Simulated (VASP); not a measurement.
Set up this calculation in VASP 6.6.1, as the native input.

```
Task                   : relaxation of cell and atoms
Functional             : PBE
Potentials or basis    : VASP PAW PBE potentials, release 64 (Tl_d, Ru_pv, S)
Cutoff                 : 600 eV
k mesh                 : 8 × 8 × 8
Occupations            : gaussian, width 0.1 eV
Spin                   : no spin polarisation
Dipole correction      : no
Further INCAR settings : ALGO = Normal; EDIFF = 1e-06; IBRION = 2; EDIFFG = -0.01; NSW = 100; ISIF = 3
```

The structure of TlRuS3 lies in POSCAR:

```
TlRuS3
1.0
    4.6506492400      0.0000000000      0.0000000000
    0.0000000000      4.6506492400      0.0000000000
    0.0000000000      0.0000000000      4.6506492400
Tl Ru S
1 1 3
Direct
    0.5000000000      0.5000000000      0.5000000000
    0.0000000000      0.0000000000      0.0000000000
    0.5000000000      0.0000000000      0.0000000000
    0.0000000000      0.5000000000      0.0000000000
    0.0000000000      0.0000000000      0.5000000000
```

One way to write it, as run:

INCAR

```
SYSTEM = TlRuS3
PREC = Accurate ; ENCUT = 600
EDIFF = 1E-6 ; ISMEAR = 0
SIGMA = 0.1 ; LREAL = .False.
LASPH = .True. ; NELM = 100
ALGO = Normal ; ISIF = 3
LWAVE = .False. ; LCHARG = .False.
GGA = PE ; IBRION = 2
NSW = 100 ; EDIFFG = -0.01
```

KPOINTS

```
regular mesh
0
Gamma
  8 8 8
  0 0 0
```

Potentials or basis: VASP PAW PBE potentials, release 64 (Tl_d, Ru_pv, S).

Run with:

```sh
$ cat potpaw_PBE.64/Tl_d/POTCAR potpaw_PBE.64/Ru_pv/POTCAR potpaw_PBE.64/S/POTCAR > POTCAR
$ mpirun -np 1 vasp_std > vasp.out
```

It gave:

- Relaxed volume: 20.96 Å³/atom
- Relaxed cell: a = 4.715 Å, b = 4.715 Å, c = 4.715 Å, α = 90.00°, β = 90.00°, γ = 90.00°
- Space group after relaxing (to 0.1 Å): Pm-3m (No. 221)
- Energy gained by relaxing: 9.1 meV/atom
- Ionic steps: 3
- Pressure after relaxing: 0.0 GPa
- Band gap on the k mesh: zero (an odd number of electrons rules out a gap without spin polarisation)

Caveat: spin-orbit coupling is left out, which moves the levels of the heavy elements; an odd number of electrons without spin polarisation forces a metal; a magnetic or distorted state may lie lower.

Run time: 4 min on 1 thread of Intel(R) Xeon(R) Platinum 8124M CPU @ 3.00GHz (Skylake/Cascade Lake), on a shared host, peak memory 0.33 GiB.
